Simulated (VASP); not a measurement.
Wanted: the native input for a VASP 6.6.1 run.

```
Task                   : single point
Functional             : PBE
Potentials or basis    : VASP PAW PBE potentials, release 64 (Cd, Rh_pv, C, N)
Cutoff                 : 520 eV
k mesh                 : 4 × 4 × 4
Occupations            : gaussian, width 0.1 eV
Spin                   : collinear spin, ferromagnetic start
Starting moments       : [0.0, 1.0, 0.0, 0.0, 0.0, 0.0, 0.0, 0.0, 0.0, 0.0] μB
Dipole correction      : no
Further INCAR settings : ALGO = Normal; EDIFF = 1e-07; NBANDS = 46
```

The structure of CdRhC4N4 lies in POSCAR:

```
CdRhC4N4
1.0
    5.9796167400      0.0000000000      0.0000000000
    0.0000000000      5.9796167400      0.0000000000
    0.0000000000      0.0000000000      5.9796167400
Cd Rh C N
1 1 4 4
Direct
    0.0000000000      0.0000000000      0.0000000000
    0.5000000000      0.5000000000      0.5000000000
    0.1932026600      0.1932026600      0.1932026600
    0.1932026600      0.8067973400      0.8067973400
    0.8067973400      0.1932026600      0.8067973400
    0.8067973400      0.8067973400      0.1932026600
    0.3061697400      0.3061697400      0.3061697400
    0.3061697400      0.6938302600      0.6938302600
    0.6938302600      0.3061697400      0.6938302600
    0.6938302600      0.6938302600      0.3061697400
```

These files were run (other wordings do the same):

INCAR

```
SYSTEM = CdRhC4N4
ALGO = Normal
EDIFF = 1E-7
ENCUT = 520
GGA = PE
ISIF = 2
ISMEAR = 0
ISPIN = 2
LASPH = .True.
LCHARG = .True.
LELF = .True.
LMAXMIX = 4
LORBIT = 11
LREAL = .False.
LVHAR = .True.
LWAVE = .False.
MAGMOM = 0 1 0 0 0 0 0 0 0 0
NBANDS = 46
NELM = 150
PREC = Accurate
SIGMA = 0.1
```

KPOINTS

```
k-points
0
Gamma
  4 4 4
  0 0 0
```

Potentials or basis: VASP PAW PBE potentials, release 64 (Cd, Rh_pv, C, N).

Launch:

```sh
$ cat potpaw_PBE.64/Cd/POTCAR potpaw_PBE.64/Rh_pv/POTCAR potpaw_PBE.64/C/POTCAR potpaw_PBE.64/N/POTCAR > POTCAR
$ mpirun -np 1 vasp_std > vasp.out
```

It gave:

```
Pressure                                              : 7.2 GPa
Largest force                                         : 2.640 eV/Å
Band gap on the k mesh                                : 1.08 eV (least direct gap 1.26 eV)
Net moment                                            : 3.00 μB per cell
Site moments                                          : Cd +0.02; Rh +2.02; C +0.06; N +0.07 μB
Valence electrons inside the program's atomic spheres : Cd 10.76; Rh 13.56; C 2.60; N 3.89
```

Caveat: the cell stands under pressure; forces of over 1 eV/Å act on the atoms, so gaps and moduli don't describe the material at rest.

Run time: 5.9 min on 1 thread of Intel Xeon 8259CL, on a shared host, peak memory 0.5 GiB.
